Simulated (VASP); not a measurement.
Be3ZnTe4: relaxation of cell and atoms with PBE

Crystal: Be3ZnTe4.

```
Be Zn Te
1.0
     5.79558    0.00000    0.00000
     0.00000    5.79558    0.00000
     0.00000    0.00000    5.79558
Be Zn Te
3 1 4
Direct
  0.00000 0.50000 0.00000
  0.00000 0.00000 0.50000
  0.50000 0.00000 0.00000
  0.50000 0.50000 0.50000
  0.23935 0.76065 0.76065
  0.23935 0.23935 0.23935
  0.76065 0.76065 0.23935
  0.76065 0.23935 0.76065
```

```
Program                : VASP 6.6.1
Task                   : relaxation of cell and atoms
Functional             : PBE
Potentials or basis    : VASP PAW PBE potentials, release 64 (Be, Zn, Te)
Cutoff                 : 600 eV
k mesh                 : 6 × 6 × 6
Occupations            : gaussian, width 0.02 eV
Spin                   : no spin polarisation
Dipole correction      : no
Further INCAR settings : ALGO = Normal; EDIFF = 1e-06; IBRION = 2; EDIFFG = -0.01; NSW = 100; ISIF = 3
```

The relaxed volume is 24.39 Å³/atom, the relaxed cell is a = 5.800 Å, b = 5.800 Å, c = 5.800 Å, α = 90.00°, β = 90.00°, γ = 90.00° and the space group after relaxing (to 0.1 Å) is P-43m (No. 215). The energy gained by relaxing is 0.0 meV/atom. The ionic steps are 2, the pressure after relaxing is 0.0 GPa and the band gap on the k mesh is 1.87 eV.

Step by step:
```tsv
step	energy change (eV)	largest force (eV/Å)	pressure (GPa)	volume (Å³)
1	0.0000	0.0058	0.11	194.67
2	-0.0001	0.0009	0.00	195.13
```

Final structure:
```xyz
8
Lattice="5.8001 0.0000 0.0000 0.0000 5.8001 0.0000 0.0000 0.0000 5.8001" Properties=species:S:1:pos:R:3 pbc="T T T"
Be    5.8001    2.9001    0.0000
Be    0.0000    0.0000    2.9001
Be    2.9001    5.8001    0.0000
Zn    2.9001    2.9001    2.9001
Te    1.3881    4.4120    4.4120
Te    1.3881    1.3881    1.3881
Te    4.4120    4.4120    1.3881
Te    4.4120    1.3881    4.4120
```

Levels at points of the mesh, in eV from the valence-band top:
```
           k point  band 19  band 20  band 21  band 22  band 23  band 24
(0.00, 0.00, 0.00)     0.00     0.00     0.00     1.87     2.11     2.11
(0.50, 0.00, 0.00)    -1.73    -1.26    -1.26     2.47     2.87     3.92
(0.50, 0.50, 0.00)    -1.11    -0.89    -0.89     3.40     3.47     3.47
(0.50, 0.50, 0.50)    -0.71    -0.71    -0.71     2.08     2.75     2.75
```

Wall time 100 s on 1 thread of Intel(R) Xeon(R) 6975P-C (Granite Rapids), on a shared host, peak memory 0.41 GiB.

Caveat: spin-orbit coupling is left out, which moves the levels of the heavy elements. A k mesh can miss the band edges.
